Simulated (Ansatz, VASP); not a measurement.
**Na3Cl2 in VASP and in Ansatz**

Contents of INCAR:

```
SYSTEM = Na3Cl2
PREC = Accurate
ENCUT = 520
EDIFF = 1E-6
ISMEAR = -4
SIGMA = 0.1
LREAL = .False.
LASPH = .True.
NELM = 60
ALGO = Normal
ISIF = 2
LWAVE = .False.
LCHARG = .False.
GGA = PE
NBANDS = 26
```

Contents of KPOINTS:

```
Automatic mesh
0
Gamma
  2 2 2
  0 0 0
```

Contents of POSCAR:

```
Na3Cl2
1.0
    1.7599510000    -10.1702560000      0.0000000000
    1.7599510000     10.1702560000      0.0000000000
    0.0000000000      0.0000000000      3.5276360000
Na Cl
3 2
Direct
    0.5000000000      0.5000000000      0.0000000000
    0.3310110000      0.6689890000      0.0000000000
    0.6689890000      0.3310110000      0.0000000000
    0.9134020000      0.0865980000      0.5000000000
    0.0865980000      0.9134020000      0.5000000000
```

Input for Ansatz:

```yaml
crystal:
  lattice:
    - [1.759951, -10.170256, 0.0]
    - [1.759951, 10.170256, 0.0]
    - [0.0, 0.0, 3.527636]
  atoms:
    - { symbol: Na, position: [0.5, 0.5, 0.0] }
    - { symbol: Na, position: [0.331011, 0.668989, 0.0] }
    - { symbol: Na, position: [0.668989, 0.331011, 0.0] }
    - { symbol: Cl, position: [0.913402, 0.086598, 0.5] }
    - { symbol: Cl, position: [0.086598, 0.913402, 0.5] }
basis:
  ecutwfc: 620
kpoints:
  mp_grid: { grid: [2, 2, 2] }
hamiltonian:
  xc: pbe
scf:
  occupations: { method: tetrahedron_uncorrected }
output:
  forces: true
  stress: true
  eigenvalues: true
```

Alike in both runs: task single point; functional PBE; k mesh 2 × 2 × 2; no spin polarisation.

|  | VASP | Ansatz |
| --- | --- | --- |
| version | VASP 6.6.1 | Ansatz 0.2.0 |
| potentials or method | VASP PAW PBE potentials, release 64 (Na_pv, Cl), cutoff 520 eV | scalar-relativistic, plane waves, PAW |
| occupations | tetrahedron | tetrahedron-uncorrected |
| valence electrons in the cell | 35 | 41 |

```csv
,VASP,Ansatz,Ansatz less VASP
gap on the k mesh at the Fermi level (eV),none,none,-
pressure (GPa),2.0,2.0,+0.01
"traceless stress, the component that is largest in VASP (GPa)",-3.15,-2.96,+0.193
rms of the force components (eV/Å),0.128,0.121,-0.0079
```

Atom by atom the forces differ by 0.008 eV/Å (rms over components). A gap of «none» marks a metal or a gap that the smearing closes. VASP's potentials hold 35 valence electrons a cell and Ansatz's 41, so a difference there can come from the potentials and not from the codes. Ansatz's warnings: band table not solved further.

The k mesh is coarse, so the values compare programs but aren't converged.
